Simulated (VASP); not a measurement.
Crystal: AlN.

```
CELL_PARAMETERS angstrom
3.08862 0.00000 0.00000
-1.54431 2.67482 0.00000
0.00000 0.00000 4.35040
ATOMIC_POSITIONS crystal
Al 0.33333 0.66667 0.00152
Al 0.66667 0.33333 0.50152
N 0.33333 0.66667 0.38348
N 0.66667 0.33333 0.88348
```

* Program: VASP 6.6.1
* Task: relaxation of the atoms
* Functional: LDA
* Potentials or basis: VASP PAW LDA potentials, release 64 (Al, N)
* Cutoff: 520 eV
* k mesh: 9 × 9 × 6
* Occupations: gaussian, width 0.05 eV
* Spin: no spin polarisation

At the start: pressure 40.1 GPa; volume 8.99 Å³/atom.

Question: Where does the relaxation end?

Answer: Over 3 steps the energy falls by 160.7 meV/atom; space group P6_3mc (No. 186, to 0.05 Å).

The path:
```csv
step,energy change (eV),largest force (eV/Å),pressure (GPa)
1,0.0000,4.1658,40.05
2,-0.4644,0.4460,25.32
3,-0.6430,0.0007,28.00
```

Final structure:
```xyz
4
Lattice="3.0886 0.0000 0.0000 -1.5443 2.6748 0.0000 0.0000 0.0000 4.3504" Properties=species:S:1:pos:R:3 pbc="T T T"
Al    0.0000    1.7832    4.2592
Al    1.5443    0.8916    2.0840
N     0.0000    1.7832    1.7661
N     1.5443    0.8916    3.9413
```
